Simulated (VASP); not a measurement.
Runs of VASP 6.6.1 on SiC (Moissanite 3C). The structure is that of space group F-43m (No. 216), or close to it. The cells are those of the table. 

```csv
cell,gap on the mesh (eV),pressure (GPa)
"a = 3.051, b = 3.051, c = 3.020 Å, angles 60.3, 60.3, 59.3°, 2 atoms",1.16,5.1
"a = 3.113, b = 3.113, c = 3.143 Å, angles 59.7, 59.7, 60.7°, 2 atoms",1.14,(a)
"a = 3.066, b = 3.066, c = 3.051 Å, angles 60.2, 60.2, 59.7°, 2 atoms",1.23,0.3
"a = 3.082 Å, angles 60.0°, 2 atoms",(b),-4.2
"a = 3.097, b = 3.097, c = 3.112 Å, angles 59.8, 59.8, 60.3°, 2 atoms",1.22,-8.2
```

Alike in all rows: task single point; level LDA; potentials or basis VASP PAW LDA potentials, release 64 (Si, C); no spin polarisation; k mesh 8 × 8 × 8; cutoff (eV) 600; smearing fermi-dirac 0.02 eV.

Question: Fill in the values left out.

Answer: (a) -12.0; (b) 1.30.

A k mesh can miss the band edges.
